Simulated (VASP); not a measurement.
Input of a VASP 6.6.1 run:

POSCAR

```
Ir
1.0
    0.0000000000      1.8717075000      1.9676925000
    1.8717075000      0.0000000000      1.9676925000
    1.8717075000      1.8717075000      0.0000000000
Ir
1
Direct
    0.0000000000      0.0000000000      0.0000000000
```

File INCAR.step1:

```
SYSTEM = Ir
PREC = Accurate
ENCUT = 620
ISMEAR = 0
SIGMA = 0.15
LREAL = .FALSE.
LASPH = .TRUE.
NELM = 120
NBANDS = 14
GGA = PE
ALGO = Normal
EDIFF = 1E-5
LWAVE = .TRUE.
LCHARG = .FALSE.
GGA_COMPAT = .FALSE.
```

INCAR.step2

```
SYSTEM = Ir
PREC = Accurate
ENCUT = 620
EDIFF = 1E-6
ISMEAR = 0
SIGMA = 0.15
LREAL = .FALSE.
LASPH = .TRUE.
NELM = 120
ALGO = Normal
ISIF = 2
LWAVE = .FALSE.
LCHARG = .FALSE.
METAGGA = R2SCAN
LMIXTAU = .TRUE.
NBANDS = 14
ISTART = 1
GGA_COMPAT = .FALSE.
```

The input KPOINTS:

```
regular mesh
0
G
  22 22 22
  0 0 0
```

Potentials or basis: VASP PAW PBE potentials, release 64 (Ir_sv_GW).

Command:

```console
$ cat potpaw_PBE.64/Ir_sv_GW/POTCAR > POTCAR
$ cp INCAR.step1 INCAR
$ mpirun -np 1 vasp_std > vasp.out
$ cp INCAR.step2 INCAR
$ mpirun -np 1 vasp_std > vasp.out
```

Question: Estimate the pressure.

Answer: 11.9 GPa.

Question: Predict the band gap on the k mesh.

Answer: Zero (an odd number of electrons rules out a gap without spin polarisation).

Stress tensor (GPa, compression positive):
```
18.93  0.00  0.00
 0.00 18.93  0.00
 0.00  0.00 -2.14
```

Caveat: the cell differs from its parent crystal (strain -0.025 along x and y, +0.025 along z); the stress differs along the axes, from -2 to 19 GPa; the PAW data sets were made with another functional, which shifts forces and pressure a little; spin-orbit coupling is left out, which moves the levels of the heavy elements.
